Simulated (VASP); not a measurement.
Crystal: KTaO3.

```xyz
5
Lattice="3.9085 0.0000 0.0000 0.0000 3.9085 0.0000 0.0000 0.0000 3.9883" Properties=species:S:1:pos:R:3 pbc="T T T"
Ta    0.0000    0.0000    0.0000
K     1.9543    1.9543    1.9942
O     0.0000    0.0000    1.9942
O     0.0000    1.9543    0.0000
O     1.9543    0.0000    0.0000
```

Base run:

| Item | Value |
| --- | --- |
| Program | VASP 6.6.1 |
| Functional | PBEsol |
| Potentials or basis | VASP PAW PBE potentials, release 64 (Ta_pv, K_sv, O) |
| Cutoff | 520 eV |
| k mesh | 6 × 6 × 6 |
| Occupations | fermi-dirac, width 0.05 eV |
| Spin | no spin polarisation |

Its results: band gap on the k mesh 2.14 eV, indirect (least direct gap 2.74 eV); pressure 9.5 GPa.

Q: The run is repeated on the same cell with these changes: potentials or basis from VASP PAW PBE potentials, release 64 (Ta_pv, K_sv, O) to VASP PAW PBE potentials, release 64 (Ta_sv_GW, K_sv, O); cutoff from 520 eV to 600 eV; further incar settings from ALGO = Normal; EDIFF = 1e-06; NBANDS = 27 to ALGO = Normal; EDIFF = 1e-06; NBANDS = 28; valence electrons from 38 to 40. What comes out?

A: Band gap on the k mesh 2.18 eV, indirect (least direct gap 2.77 eV); pressure 8.9 GPa.

Caveats: the PAW data sets were made with another functional, which shifts forces and pressure a little; spin-orbit coupling is left out, which moves the levels of the heavy elements.

A k mesh can miss the band edges.
